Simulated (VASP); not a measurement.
**MgSe: single point with PBEsol**

MgSe:

```
CELL_PARAMETERS angstrom
0.00000 2.72483 2.72483
2.72483 0.00000 2.72483
2.72483 2.72483 0.00000
ATOMIC_POSITIONS crystal
Mg 0.00000 0.00000 0.00000
Se 0.50000 0.50000 0.50000
```

| Quantity | Value |
| --- | --- |
| Program | VASP 6.6.1 |
| Task | single point |
| Functional | PBEsol |
| Potentials or basis | VASP PAW PBE potentials, release 64 (Mg, Se) |
| Cutoff | 600 eV |
| k mesh | 10 × 10 × 10 |
| Occupations | gaussian, width 0.05 eV |
| Spin | no spin polarisation |

```
Pressure               : -0.1 GPa
Band gap on the k mesh : 1.76 eV, indirect (least direct gap 2.51 eV)
```

Levels at points of the mesh, in eV from the valence-band top:
```
           k point  band 1  band 2  band 3  band 4  band 5  band 6  band 7  band 8  band 9
(0.00, 0.00, 0.00)  -12.98    0.00    0.00    0.00    2.51    7.33    7.33    7.33    9.94
(0.50, 0.00, 0.00)  -11.84   -5.00   -0.59   -0.59    3.71    6.04    6.04    8.60   11.32
(0.50, 0.50, 0.00)  -11.52   -4.32   -1.81   -1.81    1.76    3.84   11.65   12.12   12.12
```

It took 12 s on 1 thread of Intel(R) Xeon(R) Platinum 8559C (Emerald Rapids), with other jobs on the host, peak memory 0.18 GiB.

Caveat: the PAW data sets were made with another functional, which shifts forces and pressure a little. A k mesh can miss the band edges.
